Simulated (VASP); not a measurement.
# CdSe (P6_3mc) in VASP: further runs, part 2 of 2

VASP 6.6.1. The steps go on from the part before.

## (3) Single point, PBEsol

This run uses another cell than the first one, of 28.13 Å³/atom.

INCAR reads:

```
SYSTEM = CdSe
  PREC = Accurate
  ENCUT = 520
  EDIFF = 1E-6
  ISMEAR = -1
  SIGMA = 0.02
  LREAL = .False.
  LASPH = .True.
  NELM = 80
  ALGO = Normal
  ISIF = 2
  LWAVE = .False.
  LCHARG = .True.
  GGA = PS
  LELF = .True.
  LVHAR = .True.
  NBANDS = 46
```

KPOINTS reads:

```
regular mesh
0
Gamma
  6 6 2
  0 0 0
```

POSCAR reads:

```
CdSe
1.0
    4.3020697841      0.0000000000      0.0000000000
   -2.1510348920      3.7257017219      0.0000000000
    0.0000000000      0.0000000000     14.0399550597
Cd Se
4 4
Direct
    0.0000000000      0.0000000000     -0.0001600644
    0.3333333333      0.6666666667      0.2499525688
    0.0000000000      0.0000000000      0.4998399356
    0.6666666667      0.3333333333      0.7499525688
    0.0000000000      0.0000000000      0.1874727668
    0.3333333333      0.6666666667      0.4377347287
    0.0000000000      0.0000000000      0.6874727668
    0.6666666667      0.3333333333      0.9377347287
```

Potentials or basis: VASP PAW PBE potentials, release 64 (Cd, Se).

Command:

```bash
$ cat potpaw_PBE.64/Cd/POTCAR potpaw_PBE.64/Se/POTCAR > POTCAR
$ mpirun -np 1 vasp_std > vasp.out
```

OUTCAR:

```text
SYSTEM = CdSe
   PREC = Accurate
   ENCUT = 520
   EDIFF = 1E-6
   ISMEAR = -1
   LREAL = .False.
   LASPH = .True.
   NELM = 80
   ISIF = 2
   GGA = PS

 ion  position               nearest neighbor table
   1  0.000  0.000  1.000-   8 2.63   8 2.63   8 2.63   5 2.63
   2  0.333  0.667  0.250-   5 2.63   5 2.63   5 2.63   6 2.64
   3  0.000  0.000  0.500-   6 2.63   6 2.63   6 2.63   7 2.63
   4  0.667  0.333  0.750-   7 2.63   7 2.63   7 2.63   8 2.64
   5  0.000  0.000  0.187-   2 2.63   2 2.63   2 2.63   1 2.63
   6  0.333  0.667  0.438-   3 2.63   3 2.63   3 2.63   2 2.64
   7  0.000  0.000  0.687-   4 2.63   4 2.63   4 2.63   3 2.63
   8  0.667  0.333  0.938-   1 2.63   1 2.63   1 2.63   4 2.64

  LATTYP: Found a hexagonal cell.
 ALAT       =     4.3020697841
 C/A-ratio  =     3.2635349412

  Lattice vectors:

 A1 = (   4.3020697841,   0.0000000000,   0.0000000000)
 A2 = (  -2.1510348920,   3.7257017219,   0.0000000000)
 A3 = (   0.0000000000,   0.0000000000,  14.0399550597)

Analysis of symmetry for initial positions (statically):
[... 181 lines left out ...]
 Fermi energy:         1.0788617271

 k-point     1 :       0.0000    0.0000    0.0000
  band No.  band energies     occupation
      1     -11.8112      2.00000
      2     -11.6220      2.00000
      3     -11.6183      2.00000
      4     -11.4280      2.00000
      5      -7.0959      2.00000
      6      -7.0924      2.00000
[... 675 lines left out ...]
     45       7.1645      0.00000
     46       7.1645      0.00000

------------------------ aborting loop because EDIFF is reached ----------------------------------------

  FORCE on cell =-STRESS in cart. coord.  units (eV):
  Direction    XX          YY          ZZ          XY          YZ          ZX
  --------------------------------------------------------------------------------------
  -------------------------------------------------------------------------------------
  Total        0.4580715      0.4580715      0.4602301      0.0000000      0.0000000      0.0000000
  in kB        3.2613140      3.2613140      3.2766824      0.0000000      0.0000000      0.0000000
  external PRESSURE =       3.2664368 kB  Pullay stress =       0.0000000 kB

 VOLUME and BASIS-vectors are now :
 -----------------------------------------------------------------------------
  energy-cutoff  :      520.00
  volume of cell :      225.04
      direct lattice vectors                 reciprocal lattice vectors
     4.302069784  0.000000000  0.000000000     0.232446253  0.134202907  0.000000000
    -2.151034892  3.725701722  0.000000000     0.000000000  0.268405813  0.000000000
     0.000000000  0.000000000 14.039955060     0.000000000  0.000000000  0.071225299

 POSITION                                       TOTAL-FORCE (eV/Angst)
 -----------------------------------------------------------------------------------
      0.00000      0.00000     14.03771         0.000000     -0.000000      0.000866
     -0.00000      2.48380      3.50932         0.000000     -0.000000      0.000142
      0.00000      0.00000      7.01773        -0.000000      0.000000      0.000866
      2.15103      1.24190     10.52930        -0.000000      0.000000      0.000142
      0.00000      0.00000      2.63211        -0.000000     -0.000000     -0.000899
     -0.00000      2.48380      6.14578        -0.000000     -0.000000     -0.000108
      0.00000      0.00000      9.65209        -0.000000     -0.000000     -0.000899
      2.15103      1.24190     13.16575         0.000000      0.000000     -0.000108
 -----------------------------------------------------------------------------------
    total drift:                               -0.000000     -0.000001     -0.000118

  FREE ENERGIE OF THE ION-ELECTRON SYSTEM (eV)
  ---------------------------------------------------
  free  energy   TOTEN  =       -24.6963879968 eV

  energy  without entropy=      -24.6963879285  energy(sigma->0) =      -24.69638796
```

OSZICAR:

```text
N       E                     dE             d eps       ncg     rms          rms(c)
DAV:   1     0.506587538669E+03    0.50659E+03   -0.34028E+04  1288   0.141E+03
DAV:   2     0.624661019688E+01   -0.50034E+03   -0.48599E+03  1442   0.347E+02
DAV:   3    -0.258453631642E+02   -0.32092E+02   -0.31916E+02  1516   0.857E+01
DAV:   4    -0.262154391849E+02   -0.37008E+00   -0.36965E+00  1460   0.865E+00
DAV:   5    -0.262187416429E+02   -0.33025E-02   -0.33022E-02  1498   0.755E-01    0.119E+01
DAV:   6    -0.247738331367E+02    0.14449E+01   -0.31283E+00  1590   0.136E+01    0.947E+00
DAV:   7    -0.247138480068E+02    0.59985E-01   -0.12966E+00  1408   0.448E+00    0.333E+00
DAV:   8    -0.246968199290E+02    0.17028E-01   -0.17713E-01  1408   0.323E+00    0.641E-01
DAV:   9    -0.246963539892E+02    0.46594E-03   -0.21472E-02  1432   0.129E+00    0.238E-01
DAV:  10    -0.246962545616E+02    0.99428E-04   -0.18305E-03  1460   0.364E-01    0.762E-02
DAV:  11    -0.246963801791E+02   -0.12562E-03   -0.33248E-04  1426   0.100E-01    0.313E-02
DAV:  12    -0.246963858681E+02   -0.56890E-05   -0.95572E-05  1492   0.798E-02    0.181E-02
DAV:  13    -0.246963875352E+02   -0.16671E-05   -0.10829E-05  1432   0.259E-02    0.485E-03
DAV:  14    -0.246963879968E+02   -0.46158E-06   -0.34408E-06  1096   0.104E-02
   1 F= -.24696388E+02 E0= -.24696388E+02  d E =-.683267E-07
```

It took 1.7 min on 1 thread of Intel Xeon Platinum 8488C (Sapphire Rapids), shared host; peak memory 0.37 GiB.

What came out:

| Property | Result |
| --- | --- |
| Free energy | -24.6964 eV |
| Pressure | 0.3 GPa |
| Band gap on the k mesh | 0.51 eV |

Levels at points of the mesh, in eV from the valence-band top:
| k point | band 33 | band 34 | band 35 | band 36 | band 37 | band 38 | band 39 | band 40 |
| --- | --- | --- | --- | --- | --- | --- | --- | --- |
| (0.00, 0.00, 0.00) | -0.40 | -0.02 | 0.00 | 0.00 | 0.51 | 2.15 | 2.19 | 2.33 |
| (0.50, 0.00, 0.00) | -1.37 | -1.35 | -0.94 | -0.76 | 2.44 | 2.73 | 3.30 | 3.64 |
| (0.00, 0.00, 0.50) | -0.13 | -0.13 | -0.13 | -0.13 | 1.57 | 1.57 | 2.25 | 2.25 |
| (0.50, 0.00, 0.50) | -1.28 | -1.28 | -0.95 | -0.95 | 2.88 | 2.88 | 3.32 | 3.32 |

Caveat: semilocal functionals underestimate gaps, and a narrow one can read as zero; the PAW data sets were made with another functional, which shifts forces and pressure a little.
